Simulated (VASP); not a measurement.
Input of a VASP 6.6.1 run:

Contents of INCAR:

```
SYSTEM = LiMo2
PREC = Accurate ; ENCUT = 520
EDIFF = 1E-7 ; ISMEAR = 0
SIGMA = 0.2 ; LREAL = .FALSE.
LASPH = .TRUE. ; NELM = 60
ALGO = Fast ; ISIF = 2
LWAVE = .FALSE. ; LCHARG = .FALSE.
GGA = PE ; NBANDS = 40
```

Contents of KPOINTS:

```
regular mesh
0
G
  6 6 6
  0 0 0
```

Contents of POSCAR:

```
LiMo2
1.0
    1.6411612755     -1.6461414804     -4.0197940787
    1.6597153276     -1.6551101181      4.0312705689
   -3.2965375474     -3.2971430052     -0.0038378716
Li Mo
2 4
Direct
    0.9999138162     -0.0001155149      1.0000404459
    0.5001139090      0.5001169984      0.4999706949
    0.3304781596      0.6692684106      0.9999446401
    0.8305660659      0.1693435922      0.5001181816
    0.1695014885      0.8307294547      0.4998990190
    0.6694265608      0.3306570589      1.0000270184
```

Potentials or basis: VASP PAW PBE potentials, release 64 (Li_sv, Mo_sv).

Run with:

```console
$ cat potpaw_PBE.64/Li_sv/POTCAR potpaw_PBE.64/Mo_sv/POTCAR > POTCAR
$ mpirun -np 1 vasp_std > vasp.out
```

Problem. Predict the band gap on the k mesh.

Solution. Zero (bands 31 and 32 overlap by 2.26 eV).

Problem. What does it give for the largest force?

Solution. 0.024 eV/Å.

Forces on the atoms (eV/Å):
```
Li   0.001  0.000  0.001
Li  -0.001  0.001  0.000
Mo   0.002 -0.003 -0.024
Mo   0.004  0.000 -0.023
Mo  -0.004  0.000  0.023
Mo  -0.002  0.002  0.023
```
